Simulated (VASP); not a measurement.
## LuMnCdF: single point with PBE

The system is LuMnCdF.

```
CELL_PARAMETERS angstrom
4.10719 0.00000 0.00000
0.00000 4.10719 0.00000
0.00000 0.00000 9.34008
ATOMIC_POSITIONS crystal
Lu 0.25000 0.25000 0.33343
Lu 0.75000 0.75000 0.66657
Mn 0.25000 0.75000 0.00000
Mn 0.75000 0.25000 0.00000
Cd 0.75000 0.75000 0.14440
Cd 0.25000 0.25000 0.85560
F 0.25000 0.75000 0.50000
F 0.75000 0.25000 0.50000
```

| Quantity | Value |
| --- | --- |
| Program | VASP 6.6.1 |
| Task | single point |
| Functional | PBE |
| Potentials or basis | VASP PAW PBE potentials, release 64 (Lu, Mn_sv, Cd_sv_GW, F) |
| Cutoff | 700 eV |
| k mesh | 5 × 5 × 2 |
| Occupations | fermi-dirac, width 0.1 eV |
| Spin | no spin polarisation |
| Dipole correction | no |
| Further INCAR settings | ALGO = Normal; EDIFF = 1e-06; NBANDS = 77 |

| Quantity | Value |
| --- | --- |
| Pressure | -4.6 GPa |
| Largest force | 3.307 eV/Å |
| Band gap on the k mesh | zero (bands 67 and 68 overlap by 0.38 eV) |

Forces in eV/Å, atoms in the order of the input:
```
Lu   0.000  0.000 -0.804
Lu   0.000  0.000  0.804
Mn   0.000  0.000  0.000
Mn   0.000  0.000  0.000
Cd   0.000  0.000  3.307
Cd   0.000  0.000 -3.307
F    0.000  0.000  0.000
F    0.000  0.000  0.000
```

Stress tensor (GPa, compression positive):
```
-3.85  0.00  0.00
 0.00 -3.85  0.00
 0.00  0.00 -6.05
```

Levels at points of the mesh, in eV from the Fermi level:
```
           k point  band 63  band 64  band 65  band 66  band 67  band 68  band 69  band 70  band 71  band 72
(0.00, 0.00, 0.00)    -1.27    -0.18    -0.11     0.04     0.04     0.50     0.55     1.04     1.06     1.20
(0.00, 0.00, 0.50)    -1.27     0.00     0.04     0.04     0.14     0.44     0.45     0.82     1.04     1.18
```

Run time: 10 min on 1 thread of AMD EPYC 7R43 64-Core Processor (Zen 3) (shared host), peak memory 0.43 GiB.

Caveat: the cell stands under tension; spin-orbit coupling is left out, which moves the levels of the heavy elements; the run has no spin polarisation, though such a crystal can be magnetic; forces of over 1 eV/Å act on the atoms, so gaps and moduli don't describe the material at rest. With open d or f shells a metallic result of PBE can be an artefact of self-interaction; +U or a hybrid may open a gap.
